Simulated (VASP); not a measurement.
Crystal: ZnF2.

```
Zn F
1.0
     4.70480    0.00000    0.00000
     0.00000    4.70480    0.00000
     0.00000    0.00000    3.13380
Zn F
2 4
Direct
  0.00000 0.00000 0.00000
  0.50000 0.50000 0.50000
  0.30240 0.30240 0.00000
  0.19760 0.80240 0.50000
  0.69760 0.69760 0.00000
  0.80240 0.19760 0.50000
```

Base run:

```yaml
Program: VASP 6.6.1
Functional: PBE
Potentials_or_basis: VASP PAW PBE potentials, release 64 (Zn, F)
Cutoff: 600 eV
k_mesh: 4 × 4 × 5
Occupations: gaussian, width 0.01 eV
Spin: no spin polarisation
Hubbard_terms: Zn d U = 4.0 eV
```

Its results: band gap on the k mesh 4.34 eV (least direct gap 4.38 eV); pressure 1.2 GPa; largest force 0.051 eV/Å.

Q: After a change of settings the same cell gave: band gap on the k mesh 3.96 eV; pressure 4.1 GPa; largest force 0.031 eV/Å. Which change was it?
A. hubbard terms from Zn d U = 4.0 eV to none
B. hubbard terms from Zn d U = 4.0 eV to Zn d U = 2.0 eV
C. hubbard terms from Zn d U = 4.0 eV to Zn d U = 6.0 eV

A: B.

Caveats: the cell stands under pressure (at least some runs).
